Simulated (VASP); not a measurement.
Write the native input for VASP 6.6.1 that does the following.

```yaml
Task: single point
Functional: PBE
Potentials_or_basis: VASP PAW PBE potentials, release 64 (Si, C)
Cutoff: 600 eV
k_mesh: 6 × 6 × 4
Occupations: gaussian, width 0.01 eV
Spin: no spin polarisation
Dipole_correction: no
Further_INCAR_settings: ALGO = Normal; EDIFF = 1e-06; NBANDS = 16
```

The structure of SiC lies in POSCAR:

```
SiC
1.0
    3.0487638163      0.0000000000      0.0000000000
   -1.5243819082      2.6403069151      0.0000000000
    0.0000000000      0.0000000000      4.9992038176
Si C
2 2
Direct
    0.3333333333      0.6666666667      0.0045290071
    0.6666666667      0.3333333333      0.5045290071
    0.3333333333      0.6666666667      0.3804709929
    0.6666666667      0.3333333333      0.8804709929
```

These files were run (other wordings do the same):

INCAR

```
SYSTEM = SiC
ALGO = Normal
EDIFF = 1E-6
ENCUT = 600
GGA = PE
GGA_COMPAT = .False.
ISIF = 2
ISMEAR = 0
LASPH = .True.
LCHARG = .True.
LELF = .True.
LREAL = .False.
LVHAR = .True.
LWAVE = .False.
NBANDS = 16
NELM = 120
PREC = Accurate
SIGMA = 0.01
```

KPOINTS

```
k-points
0
Gamma
  6 6 4
  0 0 0
```

Potentials or basis: VASP PAW PBE potentials, release 64 (Si, C).

Run with:

```console
$ cat potpaw_PBE.64/Si/POTCAR potpaw_PBE.64/C/POTCAR > POTCAR
$ mpirun -np 1 vasp_std > vasp.out
```

Results of the run:

| Property | Result |
| --- | --- |
| Pressure | 9.8 GPa |
| Band gap on the k mesh | 2.23 eV (least direct gap 4.02 eV) |

Caveat: the cell stands under pressure.

Run time: 22 s on 1 thread of Intel(R) Xeon(R) Platinum 8375C CPU @ 2.90GHz (Ice Lake) (shared host), peak memory 0.15 GiB.
